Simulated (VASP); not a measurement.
Cd, 1 atom in the cell. The structure is trigonal, space group R-3m (No. 166). The conventional cell has a = 4.780 Å, b = 4.780 Å, c = 3.392 Å, α = 90.00°, β = 90.00°, γ = 120.00°. Within 3.9 Å of Cd (site symmetry -3m) lie 14 Cd at 2.98 to 3.57 Å. 

```yaml
Program: VASP 6.6.1
Task: single point
Functional: r2SCAN
Potentials_or_basis: VASP PAW PBE potentials, release 64 (Cd)
Cutoff: 520 eV
k_mesh: 21 × 21 × 21
Occupations: gaussian, width 0.1 eV
Spin: no spin polarisation
Dipole_correction: no
Further_INCAR_settings: ALGO = Normal; EDIFF = 1e-06; NBANDS = 12
```

Potentials or basis: VASP PAW PBE potentials, release 64 (Cd).

Run with:

```console
$ cat potpaw_PBE.64/Cd/POTCAR > POTCAR
$ cp INCAR.step1 INCAR
$ mpirun -np 1 vasp_std > vasp.out
$ cp INCAR.step2 INCAR
$ mpirun -np 1 vasp_std > vasp.out
```

Hardware: 1 thread of Oxide Virtual Turin-like Processor, with other jobs on the host.

**Question.** How long does it take, and how much memory?

**Answer.** Wall time 9.3 min on 1 thread of Oxide Virtual Turin-like Processor, with other jobs on the host, peak memory 0.3 GiB. Counts: k points 891.
